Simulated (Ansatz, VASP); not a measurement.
# One calculation of SiPb, two programs

Contents of INCAR:

```
PREC     = Accurate       # precision mode
ENCUT    = 500            # plane-wave cutoff, eV
EDIFF    = 1E-6           # SCF threshold, eV
ISMEAR   = 0              # smearing method
SIGMA    = 0.05           # smearing width, eV
LREAL    = F              # projectors in reciprocal space
LASPH    = T              # aspherical terms in the spheres
NELM     = 120            # most SCF steps
ALGO     = Normal         # electronic algorithm
ISIF     = 2              # what is computed and relaxed
LWAVE    = F              # write WAVECAR
LCHARG   = F              # write CHGCAR
GGA      = PS             # functional
NBANDS   = 16             # bands
GGA_COMPAT= F
```

Contents of KPOINTS:

```
regular mesh
0
Gamma
  4 4 4
```

The input POSCAR:

```
SiPb
1.0
    3.7735837311      0.0000000000      0.0000000000
    0.0000000000      3.7735837311      0.0000000000
    0.0000000000      0.0000000000      3.7735837311
Pb Si
1 1
Direct
    0.0000000000      0.0000000000      0.0000000000
    0.5000000000      0.5000000000      0.5000000000
```

Input for Ansatz:

```yaml
crystal:
  lattice:
    - [3.7735837311, 0.0, 0.0]
    - [0.0, 3.7735837311, 0.0]
    - [0.0, 0.0, 3.7735837311]
  atoms:
    - { symbol: Pb, position: [0.0, 0.0, 0.0] }
    - { symbol: Si, position: [0.5, 0.5, 0.5] }
basis:
  ecutwfc: 420
kpoints:
  mp_grid: { grid: [4, 4, 4] }
hamiltonian:
  xc: pbesol
scf:
  occupations: { method: gaussian, width: 0.05 }
output:
  forces: true
  stress: true
  eigenvalues: true
```

Alike in both runs: task single point; functional PBEsol; k mesh 4 × 4 × 4; occupations gaussian, width 0.05 eV; no spin polarisation.

|  | VASP | Ansatz |
| --- | --- | --- |
| version | VASP 6.6.1 | Ansatz 0.2.0 |
| potentials or method | VASP PAW PBE potentials, release 64 (Pb_d, Si), cutoff 500 eV | scalar-relativistic, plane waves, PAW |
| valence electrons in the cell | 18 | 18 |

```tsv
	VASP	Ansatz	Ansatz less VASP
gap on the k mesh at the Fermi level (eV)	none	none	-
pressure (GPa)	-7.4	-7.3	+0.02
```

VASP's potentials were made for PBE, not for PBEsol. A gap of «none» marks a metal or a gap that the smearing closes.

The k mesh is coarse, so the values compare programs but aren't converged. Spin-orbit coupling is off throughout.
